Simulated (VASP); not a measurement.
# CuSi16 (a cell with a defect): single point with PBEsol

Crystal: CuSi16 (a cell with a defect).

```
Si Cu
1.0
     0.00000    5.43000    5.43000
     5.43000    0.00000    5.43000
     5.43000    5.43000    0.00000
Si Cu
16 1
Direct
  0.99927 0.98603 0.02509
  0.13712 0.12360 0.12353
  0.00414 0.99697 0.49764
  0.08664 0.12560 0.65481
  0.01149 0.49638 0.99252
  0.13695 0.61154 0.12482
  0.00445 0.49408 0.49935
  0.13689 0.61914 0.61920
  0.51166 0.99353 0.99813
  0.61536 0.12003 0.14084
  0.45905 0.00963 0.51723
  0.61459 0.12603 0.62573
  0.51143 0.49279 0.99899
  0.63796 0.62147 0.11581
  0.51175 0.49812 0.48735
  0.61435 0.62807 0.62683
  0.82923 0.86978 0.42312
```

```
Program                : VASP 6.6.1
Task                   : single point
Functional             : PBEsol
Potentials or basis    : VASP PAW PBE potentials, release 64 (Si, Cu)
Cutoff                 : 520 eV
k mesh                 : 2 × 2 × 2
Occupations            : fermi-dirac, width 0.05 eV
Spin                   : no spin polarisation
Dipole correction      : no
Charge                 : 1
Further INCAR settings : LREAL = Auto; ALGO = Normal; EDIFF = 1e-07; NBANDS = 52; NELECT = 74.0
```

```yaml
Largest_force: 0.041 eV/Å
```

Forces on the atoms (eV/Å):
```
Si  -0.005 -0.033 -0.019
Si  -0.006  0.012  0.011
Si   0.026  0.008 -0.013
Si   0.002  0.019  0.012
Si   0.007 -0.010  0.003
Si  -0.003  0.005  0.000
Si  -0.008 -0.007 -0.039
Si   0.004  0.012  0.015
Si   0.010 -0.012  0.007
Si  -0.016  0.012  0.006
Si  -0.001 -0.016 -0.029
Si   0.005  0.024  0.015
Si  -0.002 -0.012 -0.002
Si  -0.004  0.002  0.000
Si   0.009 -0.009 -0.001
Si  -0.011  0.006  0.009
Cu  -0.009  0.000  0.026
```

Levels at points of the mesh, in eV from the Fermi level:
```
           k point  band 35  band 36  band 37  band 38  band 39  band 40
(0.00, 0.00, 0.00)    -0.71    -0.22    -0.16     0.15     0.43     0.47
(0.50, 0.00, 0.00)    -0.91    -0.79    -0.76     0.33     1.14     1.20
(0.00, 0.50, 0.00)    -0.85    -0.83    -0.75     0.50     1.00     1.17
(0.00, 0.00, 0.50)    -0.88    -0.76    -0.59     0.47     0.93     1.17
(0.50, 0.50, 0.50)    -0.85    -0.84    -0.73     0.50     0.99     1.17
(0.50, 0.50, 0.00)    -1.44    -1.43    -1.00     0.57     0.94     1.91
(0.00, 0.50, 0.50)    -1.45    -1.43    -1.01     0.58     0.94     1.91
(0.50, 0.00, 0.50)    -1.49    -1.41    -1.06     0.59     0.92     1.91
```

Run time: 7 min on 1 thread of Intel(R) Xeon(R) Platinum 8488C (Sapphire Rapids), with other jobs on the host, peak memory 0.49 GiB.

Caveat: the k points lie up to 0.50 Å⁻¹ apart; the cell carries a net charge on a neutralising background, which shifts energy and pressure; the cell is charged against a uniform background, so pressure and absolute levels hang on convention; the PAW data sets were made with another functional, which shifts forces and pressure a little.
